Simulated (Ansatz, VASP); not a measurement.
## Ag: VASP beside Ansatz

```
Ag
1.0
     0.00000    2.04283    2.04283
     2.04283    0.00000    2.04283
     2.04283    2.04283    0.00000
Ag
1
Direct
  0.00000 0.00000 0.00000
```

Alike in both runs: task relaxation of cell and atoms; functional LDA; k mesh 18 × 18 × 18; occupations fermi-dirac, width 0.1 eV; no spin polarisation.

```csv
,VASP,Ansatz
version,VASP 6.6.1,Ansatz 0.2.0
potentials or method,"VASP PAW LDA potentials, release 64 (Ag)","PAW with Ansatz's default frozen-core files, scalar-relativistic"
plane-wave cutoff (eV),600,420
valence electrons in the cell,11,19
```

VASP gave:

| Item | Value |
| --- | --- |
| relaxed volume (Å³/atom) | 16.04 |
| relaxed length of the cell vector where the two differ most in proportion (Å) | 2.831 |

**Question.** Estimate Ansatz's values.

**Answer.** Relaxed volume (Å³/atom): 16.02; relaxed length of the cell vector where the two differ most in proportion (Å): 2.830.

LDA's correlation is that of Perdew and Zunger in VASP and of Perdew and Wang (1992) in Ansatz. VASP's potentials hold 11 valence electrons a cell and Ansatz's 19, so a difference there can come from the potentials and not from the codes.
